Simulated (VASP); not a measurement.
Runs of VASP 6.6.1 on AlN. The typed cell holds 4 atoms: a = 3.130 Å, b = 3.130 Å, c = 5.017 Å, α = 90.00°, β = 90.00°, γ = 120.00°. 

```tsv
level	potentials or basis	k mesh	smearing	gap on the mesh (eV)	pressure (GPa)	largest force (eV/Å)
PBE	VASP PAW PBE potentials, release 64 (Al, N)	10 × 10 × 6	gaussian 0.01 eV	4.07	-0.2	0.23
PBE	VASP PAW PBE potentials, release 64 (Al, N)	8 × 8 × 4	fermi-dirac 0.01 eV	4.07	-0.2	0.23
PBE	VASP PAW PBE potentials, release 64 (Al, N)	10 × 10 × 6	fermi-dirac 0.01 eV	4.07	-0.2	0.23
LDA	VASP PAW LDA potentials, release 64 (Al, N)	10 × 10 × 6	fermi-dirac 0.01 eV	4.09	(a)	0.22
```

Alike in all rows: task single point; no spin polarisation; cell as given; cutoff (eV) 600.

Question: Fill in the values left out.

Answer: (a) -7.6.

Caveats: the cell stands under tension (at least some runs).

A k mesh can miss the band edges.
